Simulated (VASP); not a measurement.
Wanted: the native input for a VASP 6.6.1 run.

- Task: single point
- Functional: PBE
- Potentials or basis: VASP PAW PBE potentials, release 64 (Ca_sv, Se)
- Cutoff: 500 eV
- k mesh: 8 × 8 × 8
- Occupations: gaussian, width 0.02 eV
- Spin: no spin polarisation
- Dipole correction: no
- Further INCAR settings: ALGO = Normal; EDIFF = 1e-06; NBANDS = 15

The structure of CaSe lies in POSCAR:

```
CaSe
1.0
    0.0000000000      2.9790009633      2.9790009633
    2.9790009633      0.0000000000      2.9790009633
    2.9790009633      2.9790009633      0.0000000000
Ca Se
1 1
Direct
    0.0000000000      0.0000000000      0.0000000000
    0.5000000000      0.5000000000      0.5000000000
```

These files were run (other wordings do the same):

INCAR

```
PREC = Accurate ; ENCUT = 500
EDIFF = 1E-6 ; ISMEAR = 0
SIGMA = 0.02 ; LREAL = F
LASPH = T ; NELM = 120
ALGO = Normal ; ISIF = 2
LWAVE = F ; LCHARG = T
GGA = PE ; LELF = T
LVHAR = T ; NBANDS = 15
GGA_COMPAT = F
```

KPOINTS

```
Automatic mesh
0
Gamma
  8 8 8
```

Potentials or basis: VASP PAW PBE potentials, release 64 (Ca_sv, Se).

Run with:

```bash
$ cat potpaw_PBE.64/Ca_sv/POTCAR potpaw_PBE.64/Se/POTCAR > POTCAR
$ mpirun -np 1 vasp_std > vasp.out
```

It gave:

- Pressure: 0.2 GPa
- Band gap on the k mesh: 2.07 eV (least direct gap 2.99 eV)

Run time: 8.8 s on 1 thread of Intel(R) Xeon(R) 6975P-C (Granite Rapids) (shared host), peak memory 0.17 GiB.
